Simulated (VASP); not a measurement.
**Ta3H: single point with LDA**

System: Ta3H, a slab with vacuum.

```xyz
8
Lattice="4.6002 0.0000 0.0000 -2.3001 3.9839 0.0000 0.0000 0.0000 22.4018" Properties=species:S:1:pos:R:3 pbc="T T T"
Ta    2.3001    1.3280    4.0000
Ta    0.0000    2.6559    4.9390
Ta    0.0000    0.0000    5.8780
Ta    2.3001    1.3280    6.7582
Ta    0.0000    2.6559    7.5839
Ta    0.0000    0.0000    8.4018
H    -0.4595    2.6559    9.1718
H     0.4595    2.6559    9.1718
```

```yaml
Program: VASP 6.6.1
Task: single point
Functional: LDA
Potentials_or_basis: VASP PAW LDA potentials, release 64 (Ta_pv, H)
Cutoff: 520 eV
k_mesh: 6 × 6 × 1
Occupations: gaussian, width 0.1 eV
Spin: no spin polarisation
Dipole_correction: yes
Further_INCAR_settings: ALGO = Normal; EDIFF = 1e-07; NBANDS = 44
```

```json
{
  "Largest force": "4.302 eV/Å",
  "Band gap on the k mesh": "zero (bands 34 and 35 overlap by 0.12 eV)"
}
```

Forces on the atoms (eV/Å):
```
Ta   0.000  0.050  1.802
Ta   0.000  0.001 -1.230
Ta   0.000  0.030 -1.767
Ta   0.000 -0.247 -0.116
Ta   0.000  0.223 -4.297
Ta   0.000 -0.415  0.503
H   -2.481  0.179  2.552
H    2.481  0.179  2.552
```

Levels at points of the mesh, in eV from the Fermi level:
```tsv
k point	band 32	band 33	band 34	band 35	band 36	band 37
(0.00, 0.00, 0.00)	-0.69	-0.61	-0.49	-0.06	0.10	0.11
(0.50, 0.00, 0.00)	-0.89	-0.44	-0.06	0.04	0.57	0.72
(0.00, 0.50, 0.00)	-0.89	-0.59	-0.03	0.09	0.18	0.70
```

Wall time 11 min on 1 thread of Intel(R) Xeon(R) Platinum 8259CL CPU @ 2.50GHz (Skylake/Cascade Lake), with other jobs on the host, peak memory 0.47 GiB.

Caveat: spin-orbit coupling is left out, which moves the levels of the heavy elements.
